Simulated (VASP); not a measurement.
# Te2Mo (P1) in VASP: single point with PBE

Aim: the single point of Te2Mo with PBE.

Program: VASP 6.6.1. These are calculated values, not measurements. Logs are shortened: lines on timing, memory, paths and dates and some standing lists are left out, and cuts for length are marked.

## Step 1: The cell of the first run

The typed cell holds 6 atoms: a = 3.481 Å, b = 3.542 Å, c = 13.849 Å, α = 90.67°, β = 89.04°, γ = 120.32°.

## Step 2: Single point, PBE (atoms moved at random and the cell strained at random)

File INCAR:

```
SYSTEM = Te2Mo
ALGO = Normal
EDIFF = 1E-7
ENCUT = 520
GGA = PE
ISIF = 2
ISMEAR = 0
LASPH = .True.
LCHARG = .False.
LREAL = .False.
LWAVE = .False.
NBANDS = 35
NELM = 60
PREC = Accurate
SIGMA = 0.05
```

File KPOINTS:

```
k-points
0
Gamma
  12 12 2
  0 0 0
```

File POSCAR:

```
Te2Mo
1.0
    3.4809872850     -0.0272108782      0.0291794108
   -1.7640589543      3.0715357239     -0.0205996125
    0.1158949017     -0.0275629021     13.8480234301
Te Mo
4 2
Direct
    0.2187154096      0.5974874200      0.6278294564
    0.6706804661      0.3929892827      0.1337218412
    0.3598315851      0.7204453707      0.8755184933
    0.7332235606      0.2704680907      0.3563764523
    0.3313179522      0.6540208726      0.2676062725
    0.6862310264      0.3645889633      0.7389474843
```

Potentials or basis: VASP PAW PBE potentials, release 64 (Te, Mo_sv).

Launch:

```console
cat potpaw_PBE.64/Te/POTCAR potpaw_PBE.64/Mo_sv/POTCAR > POTCAR
mpirun -np 1 vasp_std > vasp.out
```

OUTCAR:

```text
SYSTEM = Te2Mo
   EDIFF = 1E-7
   ENCUT = 520
   GGA = PE
   ISIF = 2
   ISMEAR = 0
   LASPH = .True.
   LREAL = .False.
   NELM = 60
   PREC = Accurate

 ion  position               nearest neighbor table
   1  0.219  0.597  0.628-   6 2.21   6 2.68   6 2.81   3 3.46
   2  0.671  0.393  0.134-   5 2.58   5 2.75   5 2.93   4 3.15
   3  0.360  0.720  0.876-   6 2.74   6 2.79   6 2.79   1 3.46
   4  0.733  0.270  0.356-   5 2.19   5 2.27   5 2.71   2 3.15
   5  0.331  0.654  0.268-   4 2.19   4 2.27   2 2.58   4 2.71   2 2.75   2 2.93
   6  0.686  0.365  0.739-   1 2.21   1 2.68   3 2.74   3 2.79   3 2.79   1 2.81

  LATTYP: Found a triclinic cell.
 ALAT       =     3.4812159296
 B/A-ratio  =     1.0039926486
 C/A-ratio  =     3.9780743558
 COS(alpha) =     0.0048321342
 COS(beta)  =     0.0167654046
 COS(gamma) =     0.4844165233

  Lattice vectors:

 A1 = (   3.4809872850,  -0.0272108782,   0.0291794108)
 A2 = (   1.7169283307,   3.0443248457,   0.0085797983)
 A3 = (   0.1158949017,  -0.0275629021,  13.8480234301)

Analysis of symmetry for initial positions (statically):
=====================================================================
 Subroutine PRICEL returns:
 Original cell was already a primitive cell.

 Routine SETGRP: Setting up the symmetry group for a
 triclinic supercell.

 Subroutine GETGRP returns: Found  1 space group operations
 (whereof  1 operations were pure point group operations)
 out of a pool of  2 trial point group operations.

The static configuration has the point symmetry C_1 .

Analysis of symmetry for dynamics (positions and initial velocities):
=====================================================================
 Subroutine PRICEL returns:
 Original cell was already a primitive cell.

 Routine SETGRP: Setting up the symmetry group for a
 triclinic supercell.

 Subroutine GETGRP returns: Found  1 space group operations
 (whereof  1 operations were pure point group operations)
 out of a pool of  2 trial point group operations.

The dynamic configuration has the point symmetry C_1 .

 Subroutine INISYM returns: Found  1 space group operations
 (whereof  1 operations are pure point group operations),
 and found     1 'primitive' translations

----------------------------------------------------------------------------------------

                                     Primitive cell

  volume of cell :     147.3871

  direct lattice vectors                    reciprocal lattice vectors
     3.480987285 -0.027210878  0.029179411     0.288587806  0.165729131 -0.002085343
    -1.764058954  3.071535724 -0.020599612     0.002551190  0.327039471  0.000629583
     0.115894902 -0.027562902 13.848023430    -0.000604293  0.000137276  0.072217802

  length of vectors
     3.481215930  3.542126486 13.848535817     0.332796357  0.327050028  0.072220461

  position of ions in fractional coordinates (direct lattice)
     0.218715410  0.597487420  0.627829456
     0.670680466  0.392989283  0.133721841
     0.359831585  0.720445371  0.875518493
     0.733223561  0.270468091  0.356376452
     0.331317952  0.654020873  0.267606272
     0.686231026  0.364588963  0.738947484

  ion indices of the primitive-cell ions
   primitive index   ion index
                 1           1
                 2           2
                 3           3
                 4           4
                 5           5
                 6           6

----------------------------------------------------------------------------------------

 KPOINTS: k-points

Automatic generation of k-mesh.
 Grid dimensions read from file:
 generate k-points for:   12   12    2

 Generating k-lattice:

  Cartesian coordinates                     Fractional coordinates (reciprocal lattice)
     0.024048984  0.013810761 -0.000173779     0.083333333  0.000000000  0.000000000
     0.000212599  0.027253289  0.000052465    -0.000000000  0.083333333 -0.000000000
    -0.000302147  0.000068638  0.036108901    -0.000000000  0.000000000  0.500000000

  Length of vectors
     0.027733030  0.027254169  0.036110230

  Shift w.r.t. Gamma in fractional coordinates (k-lattice)
     0.000000000  0.000000000  0.000000000

 Subroutine IBZKPT returns following result:
 ===========================================

 Found    148 irreducible k-points:

 Following reciprocal coordinates:
            Coordinates               Weight
  0.000000  0.000000  0.000000      1.000000
  0.083333 -0.000000 -0.000000      2.000000
  0.166667 -0.000000  0.000000      2.000000
  0.250000 -0.000000  0.000000      2.000000
  0.333333 -0.000000  0.000000      2.000000
  0.416667 -0.000000  0.000000      2.000000
[... 16 lines left out ...]
  0.250000  0.166667  0.000000      2.000000
  0.333333  0.166667  0.000000      2.000000
 [... further k-points ...]
   k-points           NKPTS =    148   k-points in BZ     NKDIM =    148   number of bands    NBANDS=     35
   number of dos      NEDOS =    301   number of ions     NIONS =      6
   total plane-waves  NPLWV =  84672
   dimension x,y,z NGX =    28 NGY =   28 NGZ =  108
   dimension x,y,z NGXF=    56 NGYF=   56 NGZF=  216
   ions per type =               4   2
   NGX,Y,Z   is equivalent  to a cutoff of  13.37, 13.14, 12.96 a.u.
   NGXF,Y,Z  is equivalent  to a cutoff of  26.74, 26.28, 25.93 a.u.
 SYSTEM =  Te2Mo
   PREC   = accura    normal or accurate (medium, high low for compatibility)
   ISTART =      0    job   : 0-new  1-cont  2-samecut
   ICHARG =      2    charge: 1-file 2-atom 10-const
   ISPIN  =      1    spin polarized calculation?
   LNONCOLLINEAR =      F non collinear calculations
   LSORBIT =      F    spin-orbit coupling
   LASPH  =      T    aspherical Exc in radial PAW
   ENCUT  =  520.0 eV  38.22 Ry    6.18 a.u.   6.47  6.59 25.75*2*pi/ulx,y,z
   NELM   =     60;   NELMIN=  2; NELMDL= -5     # of ELM steps
   EDIFF  = 0.1E-06   stopping-criterion for ELM
   LREAL  =      F    real-space projection
   EDIFFG = 0.1E-05   stopping-criterion for IOM
   NSW    =      0    number of steps for IOM
   IBRION =     -1    ionic relax: 0-MD 1-quasi-New 2-CG
   NFREE  =      0    steps in history (QN), initial steepest desc. (CG)
   ISIF   =      2    stress and relaxation
   ISYM   =      2    0-nonsym 1-usesym 2-fastsym
   POTIM  = 0.5000    time-step for ionic-motion
   TEBEG  =    0.0;   TEEND  =   0.0 temperature during run
   PSTRESS=    0.0 pullay stress
   NELECT =      52.0000    total number of electrons
   NUPDOWN=      -1.0000    fix difference up-down
   EMIN   =  10.00;   EMAX   =-10.00  energy-range for DOS
   EFERMI =   0.00;   METHOD = LEGACY
   ISMEAR =     0;   SIGMA  =   0.05  broadening in eV -4-tet -1-fermi 0-gaus
   EFERMI_NEDOS =   21; number of points for ismear=-14 and -15
   IALGO  =     38    algorithm
   IMIX   =      4    mixing-type and parameters
     AMIX     =   0.40;   BMIX     =  1.00
     AMIX_MAG =   1.60;   BMIX_MAG =  1.00
  volume/ion in A,a.u.               =      24.56       165.77
  Fermi-wavevector in a.u.,A,eV,Ry     =   1.156794  2.186024 18.206945  1.338173
  Thomas-Fermi vector in A             =   2.293411
   LORBIT       =      0    0 simple, 1 ext, 2 COOP (PROOUT), +10 PAW based schemes
   GGA     = PE    functional components
   LHFCALC =     F    Hartree Fock is set to
   AEXX    =    0.0000 exact exchange contribution
   IVDW    =     0    specifies the selected vdW correction
   LEPSILON=     F    determine dielectric tensor
   LRPA    =     F    only Hartree local field effects (RPA)
 non-spin polarized calculation
 Gauss-broadening in eV      SIGMA  =   0.05
  energy-cutoff  :      520.00
  volume of cell :      147.39
 maximum number of plane-waves:      4012
 NGX is ok and might be reduce to    28
   NGX = 13   NGY = 13   NGZ = 51

 number of electron      52.0000000 magnetization

 Free energy of the ion-electron system (eV)
  ---------------------------------------------------
  ext. energy  EPLUGINS =         0.00000000
  ---------------------------------------------------
  free energy    TOTEN  =       -29.51056151 eV

  energy without entropy =      -29.50863524  energy(sigma->0) =      -29.50959838

 E-fermi :   9.0065     XC(G=0): -10.3454

 val. band max:        9.0013555378   @ k =  -0.0833   0.2500   0.0000
 cond. band min:       9.0187300913   @ k =  -0.1667   0.4167   0.0000
 fundamental gap:      0.0173745535
 Fermi energy:         9.0065260899

 k-point     1 :       0.0000    0.0000    0.0000
  band No.  band energies     occupation
      1     -52.3518      2.00000
      2     -52.0382      2.00000
      3     -26.7540      2.00000
      4     -26.4706      2.00000
      5     -26.4433      2.00000
      6     -26.3947      2.00000
[... 27 lines left out ...]
     34      13.6228      0.00000
     35      14.5256      0.00000

 k-point     2 :       0.0833   -0.0000   -0.0000
  band No.  band energies     occupation
      1     -52.3509      2.00000
      2     -52.0366      2.00000
      3     -26.7563      2.00000
      4     -26.4810      2.00000
      5     -26.4497      2.00000
      6     -26.3974      2.00000
[... 27 lines left out ...]
     34      13.2967      0.00000
     35      14.7441      0.00000

 k-point     3 :       0.1667   -0.0000    0.0000
  band No.  band energies     occupation
      1     -52.3483      2.00000
      2     -52.0325      2.00000
      3     -26.7640      2.00000
      4     -26.5142      2.00000
      5     -26.4654      2.00000
      6     -26.4048      2.00000
[... 27 lines left out ...]
     34      12.8833      0.00000
     35      14.8748      0.00000
[... 723 lines left out ...]
 k-point    23 :       0.2500    0.1667    0.0000
  band No.  band energies     occupation
      1     -52.3409      2.00000
      2     -52.0188      2.00000
      3     -26.7902      2.00000
      4     -26.6388      2.00000
      5     -26.4913      2.00000
      6     -26.4435      2.00000
[... 27 lines left out ...]
     34      12.5093      0.00000
     35      14.1520      0.00000

 k-point    24 :       0.3333    0.1667    0.0000
  band No.  band energies     occupation
      1     -52.3386      2.00000
      2     -52.0158      2.00000
      3     -26.8044      2.00000
      4     -26.6618      2.00000
      5     -26.4963      2.00000
      6     -26.4512      2.00000
[... 27 lines left out ...]
     34      12.2755      0.00000
     35      13.4386      0.00000

 [... further k-points ...]

------------------------ aborting loop because EDIFF is reached ----------------------------------------

  FORCE on cell =-STRESS in cart. coord.  units (eV):
  Direction    XX          YY          ZZ          XY          YZ          ZX
  --------------------------------------------------------------------------------------
  -------------------------------------------------------------------------------------
  Total       23.6571868     23.4159129     30.5913554     13.3500651     -4.0698002    -18.6901848
  in kB      257.1663231    254.5435467    332.5444591    145.1223754    -44.2409130   -203.1723445
  external PRESSURE =     281.4181096 kB  Pullay stress =       0.0000000 kB

 VOLUME and BASIS-vectors are now :
 -----------------------------------------------------------------------------
  energy-cutoff  :      520.00
  volume of cell :      147.39
      direct lattice vectors                 reciprocal lattice vectors
     3.480987285 -0.027210878  0.029179411     0.288587806  0.165729131 -0.002085343
    -1.764058954  3.071535724 -0.020599612     0.002551190  0.327039471  0.000629583
     0.115894902 -0.027562902 13.848023430    -0.000604293  0.000137276  0.072217802

 POSITION                                       TOTAL-FORCE (eV/Angst)
 -----------------------------------------------------------------------------------
     -0.21990      1.81195      8.68827         6.499509      3.960096     -8.366722
      1.65687      1.18515      1.86326         0.879196     -0.964910     -1.805386
      0.08313      2.17895     12.11986        -0.077270     -0.244293     -0.008762
      2.11652      0.80098      4.95093        -5.735011      0.494379     11.829415
      0.03060      1.99246      3.70201         4.856446      0.475558     -9.952771
      1.83125      1.08081     10.24548        -6.422869     -3.720830      8.304225
 -----------------------------------------------------------------------------------
    total drift:                               -0.000154     -0.000068     -0.000235

  FREE ENERGIE OF THE ION-ELECTRON SYSTEM (eV)
  ---------------------------------------------------
  free  energy   TOTEN  =       -29.5105615118 eV

  energy  without entropy=      -29.5086352408  energy(sigma->0) =      -29.50959838
```

Run time: 17 min. Hardware: 1 thread of Intel Xeon Platinum 8488C (Sapphire Rapids), shared host; peak memory 0.72 GiB.

Results:

| Quantity | Value |
| --- | --- |
| Free energy | -29.5106 eV |
| Pressure | 28.1 GPa |
| Largest force | 13.156 eV/Å |
| Band gap on the k mesh | zero (bands 26 and 27 overlap by 1.58 eV) |

Forces on the atoms (eV/Å):
```
Te   6.500  3.960 -8.367
Te   0.879 -0.965 -1.805
Te  -0.077 -0.244 -0.009
Te  -5.735  0.494 11.829
Mo   4.856  0.476 -9.953
Mo  -6.423 -3.721  8.304
```

Levels at points of the mesh, in eV from the Fermi level:
| k point | band 23 | band 24 | band 25 | band 26 | band 27 | band 28 | band 29 | band 30 |
| --- | --- | --- | --- | --- | --- | --- | --- | --- |
| (0.00, 0.00, 0.00) | -1.49 | -1.43 | -0.87 | 1.09 | 1.51 | 1.55 | 2.15 | 2.27 |
| (0.50, 0.00, 0.00) | -1.97 | -1.73 | -1.38 | -1.21 | -0.11 | 0.27 | 0.57 | 0.79 |
| (0.00, 0.50, 0.00) | -1.84 | -1.40 | -1.03 | -0.59 | 0.13 | 0.51 | 0.55 | 0.97 |
| (0.50, 0.50, 0.00) | -1.69 | -1.33 | -0.62 | 0.04 | 0.25 | 0.49 | 0.84 | 1.04 |
| (0.00, 0.00, 0.50) | -1.67 | -1.43 | -0.85 | 1.04 | 1.48 | 1.58 | 2.15 | 2.27 |
| (0.50, 0.00, 0.50) | -1.94 | -1.75 | -1.31 | -1.29 | -0.11 | 0.26 | 0.59 | 0.80 |
| (0.00, 0.50, 0.50) | -1.84 | -1.38 | -1.05 | -0.60 | 0.12 | 0.53 | 0.54 | 0.99 |
| (0.50, 0.50, 0.50) | -1.68 | -1.34 | -0.62 | 0.02 | 0.25 | 0.50 | 0.90 | 1.02 |

Caveat: the cell differs from its parent crystal (atoms moved at random and the cell strained at random); the cell stands under pressure; spin-orbit coupling is left out, which moves the levels of the heavy elements; forces of over 1 eV/Å act on the atoms, so gaps and moduli don't describe the material at rest.
